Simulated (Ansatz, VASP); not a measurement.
This is a calculation of Ru for Ansatz 0.2.0.

File input.yaml:

```yaml
crystal:
  lattice:
    - [2.7237197275, 0.0, 0.0]
    - [-1.3618598638, 2.3588104769, 0.0]
    - [0.0, 0.0, 4.3102577801]
  atoms:
    - { symbol: Ru, position: [0.6666666667, 0.3333333333, 0.75] }
    - { symbol: Ru, position: [0.3333333333, 0.6666666667, 0.25] }
hamiltonian:
  xc: lda
  pseudopotentials: { kind: paw }
kpoints:
  mp_grid: { grid: [11, 11, 6] }
scf:
  occupations: { method: fermi_dirac, width: 0.05 }
output:
  forces: true
  stress: true
  eigenvalues: true
```

Potentials or basis: Ansatz PAW.

Launch:

```sh
$ ansatz run input.yaml --threads 2 --pin off --max-ram 5632MiB --backend cpu --events-out ev --progress --plain --runs-dir out
```

**Question.** Set up the same calculation for VASP 6.6.1. Potentials there: VASP PAW LDA potentials, release 64 (Ru_pv).

**Answer.** As run (the cutoff follows the program's own potentials):

File INCAR:

```
SYSTEM = Ru
PREC = Accurate ; ENCUT = 520
EDIFF = 1E-6 ; ISMEAR = -1
SIGMA = 0.05 ; LREAL = .FALSE.
LASPH = .TRUE. ; NELM = 60
ALGO = Normal ; ISIF = 2
LWAVE = .FALSE. ; LCHARG = .FALSE.
NBANDS = 21
```

Contents of KPOINTS:

```
Automatic mesh
0
G
  11 11 6
  0 0 0
```

Contents of POSCAR:

```
Ru
1.0
    2.7237197275      0.0000000000      0.0000000000
   -1.3618598638      2.3588104769      0.0000000000
    0.0000000000      0.0000000000      4.3102577801
Ru
2
Direct
    0.6666666667      0.3333333333      0.7500000000
    0.3333333333      0.6666666667      0.2500000000
```

Potentials or basis: VASP PAW LDA potentials, release 64 (Ru_pv).

Run with:

```console
$ cat potpaw_LDA.64/Ru_pv/POTCAR > POTCAR
$ mpirun -np 1 vasp_std > vasp.out
```

Both were run:

|  | VASP | Ansatz | Ansatz less VASP |
| --- | --- | --- | --- |
| gap on the k mesh at the Fermi level (eV) | none | none | - |
| pressure (GPa) | -17.3 | -18.0 | -0.76 |
| traceless stress, the component that is largest in VASP (GPa) | -0.76 | -0.83 | -0.066 |

LDA's correlation is that of Perdew and Zunger in VASP and of Perdew and Wang (1992) in Ansatz. A gap of «none» marks a metal or a gap that the smearing closes. VASP's potentials hold 28 valence electrons a cell and Ansatz's 32, so a difference there can come from the potentials and not from the codes.
